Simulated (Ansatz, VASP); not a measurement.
# One calculation of Co, two programs

```
Co
1.0
     2.49227    0.00000    0.00000
    -1.24614    2.15837    0.00000
     0.00000    0.00000    4.03368
Co
2
Direct
  0.33333 0.66667 0.25000
  0.66667 0.33333 0.75000
```

Alike in both runs: functional PBE; k mesh 18 × 18 × 10; occupations gaussian, width 0.1 eV; collinear spin.

Ansatz relaxed the structure, and its values are those at the end. VASP's run is a single point on that final structure, the one shown.

|  | VASP | Ansatz |
| --- | --- | --- |
| version | VASP 6.6.1 | Ansatz 0.2.0 |
| potentials or method | VASP PAW PBE potentials, release 64 (Co), cutoff 520 eV | scalar-relativistic, plane waves, PAW |
| valence electrons in the cell | 18 | 34 |

|  | VASP | Ansatz | Ansatz less VASP |
| --- | --- | --- | --- |
| gap on the k mesh at the Fermi level (eV) | none | none | - |
| pressure (GPa) | -0.7 | 0.0 | +0.69 |
| net moment per atom (μB) | 1.59 | 1.60 | +0.005 |
| size of the moment on the site where the two differ most (μB) | 1.61 | 1.68 | +0.062 |

Site moments also hang on the region over which each program counts them. A gap of «none» marks a metal or a gap that the smearing closes. With one functional, cell and mesh, what is left measures potentials, basis and numerics. VASP's potentials hold 18 valence electrons a cell and Ansatz's 34, so a difference there can come from the potentials and not from the codes.
